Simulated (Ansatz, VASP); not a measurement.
**Two plane-wave programs on Ge**

Contents of INCAR:

```
SYSTEM = Ge
PREC = Accurate
ENCUT = 520
EDIFF = 1E-6
ISMEAR = 0
SIGMA = 0.1
LREAL = .FALSE.
LASPH = .TRUE.
NELM = 100
ALGO = Normal
ISIF = 2
LWAVE = .FALSE.
LCHARG = .FALSE.
LDIPOL = .TRUE.
IDIPOL = 3
DIPOL = 0.5 0.5 0.387
GGA = PE
IVDW = 12
NBANDS = 36
```

The input KPOINTS:

```
regular mesh
0
G
  9 9 1
  0 0 0
```

POSCAR

```
Ge
1.0
    4.0226895355      0.0000000000      0.0000000000
   -2.0113447678      3.4837513293      0.0000000000
    0.0000000000      0.0000000000     18.8685220287
Ge
4
Direct
    0.3333333333      0.6666666667      0.2747571329
    0.6666666667      0.3333333333      0.2384924475
    0.1111111111      1.4444444444      0.5362646853
    0.4444444444      1.1111111111      0.5000000000
```

Input for Ansatz:

```yaml
crystal:
  lattice:
    - [4.0226895355, 0.0, 0.0]
    - [-2.0113447678, 3.4837513293, 0.0]
    - [0.0, 0.0, 18.8685220287]
  atoms:
    - { symbol: Ge, position: [0.3333333333, 0.6666666667, 0.2747571329] }
    - { symbol: Ge, position: [0.6666666667, 0.3333333333, 0.2384924475] }
    - { symbol: Ge, position: [0.1111111111, 1.4444444444, 0.5362646853] }
    - { symbol: Ge, position: [0.4444444444, 1.1111111111, 0.5] }
basis:
  ecutwfc: 420
kpoints:
  mp_grid: { grid: [9, 9, 1] }
hamiltonian:
  xc: pbe
  pseudopotentials: { kind: paw, azcp: { folder: soft_1 } }
  dispersion: d3bj
scf:
  occupations: { method: gaussian, width: 0.1 }
output:
  forces: true
  eigenvalues: true
efield:
  axis: 3
  dipole_correction: true
  ramp_width: 0.04
```

Alike in both runs: task single point; functional PBE; dispersion D3(BJ); k mesh 9 × 9 × 1; occupations gaussian, width 0.1 eV; no spin polarisation.

|  | VASP | Ansatz |
| --- | --- | --- |
| version | VASP 6.6.1 | Ansatz 0.2.0 |
| potentials or method | VASP PAW PBE potentials, release 64 (Ge_d), cutoff 520 eV | scalar-relativistic, plane waves, PAW |
| valence electrons in the cell | 56 | 56 |

|  | VASP | Ansatz | Ansatz less VASP |
| --- | --- | --- | --- |
| gap on the k mesh at the Fermi level (eV) | 0.29 | 0.29 | 0.000 |
| least direct gap on the mesh (eV) | 0.29 | 0.29 | 0.000 |
| rms of the force components (eV/Å) | 0.046 | 0.046 | +0.0003 |

Atom by atom the forces differ by 0.001 eV/Å (rms over components).
